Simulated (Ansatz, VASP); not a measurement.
## One calculation of As, two programs

File INCAR:

```
ALGO = Normal ; EDIFF = 1E-6
ENCUT = 520 ; GGA = RE
ISIF = 2 ; ISMEAR = -1
LASPH = True ; LCHARG = True
LELF = True ; LREAL = False
LVHAR = True ; LWAVE = False
NBANDS = 8 ; NELM = 100
PREC = Accurate ; SIGMA = 0.1
```

KPOINTS

```
k-points
0
Gamma
  13 13 13
```

File POSCAR:

```
As
1.0
    2.6727041167      0.0000000000      0.0000000000
    0.0000000000      2.6727041167      0.0000000000
    0.0000000000      0.0000000000      2.6727041167
As
1
Direct
    0.0000000000      0.0000000000      0.0000000000
```

Input for Ansatz:

```yaml
crystal:
  lattice:
    - [2.6727041167, 0.0, 0.0]
    - [0.0, 2.6727041167, 0.0]
    - [0.0, 0.0, 2.6727041167]
  atoms:
    - { symbol: As, position: [0.0, 0.0, 0.0] }
hamiltonian:
  xc: revpbe
  pseudopotentials:
    kind: paw
    azcp:
      As: "pseudopotentials/As.paw.azcp"
basis:
  ecutwfc: 420
  fft_grid_basis: typed
kpoints:
  mp_grid: { grid: [13, 13, 13], shift: [0, 0, 0] }
magnetization:
  spin_polarized: false
scf:
  occupations: { method: fermi_dirac, width: 0.1 }
  lower_state_search: "off"
output:
  stress: true
```

Alike in both runs: task single point; functional revPBE; k mesh 13 × 13 × 13; occupations fermi-dirac, width 0.1 eV; no spin polarisation.

|  | VASP | Ansatz |
| --- | --- | --- |
| version | VASP 6.6.1 | Ansatz 0.2.0 |
| potentials or method | VASP PAW PBE potentials, release 64 (As), cutoff 520 eV | plane waves (420 eV) with PAW, scalar-relativistic |
| valence electrons in the cell | 5 | 15 |

|  | VASP | Ansatz | Ansatz less VASP |
| --- | --- | --- | --- |
| pressure (GPa) | 7.4 | 7.2 | -0.21 |

VASP's potentials were made for PBE, not for revPBE. The functional is the same, so the differences come from potentials, cutoffs and numerics. VASP's potentials hold 5 valence electrons a cell and Ansatz's 15, so a difference there can come from the potentials and not from the codes.
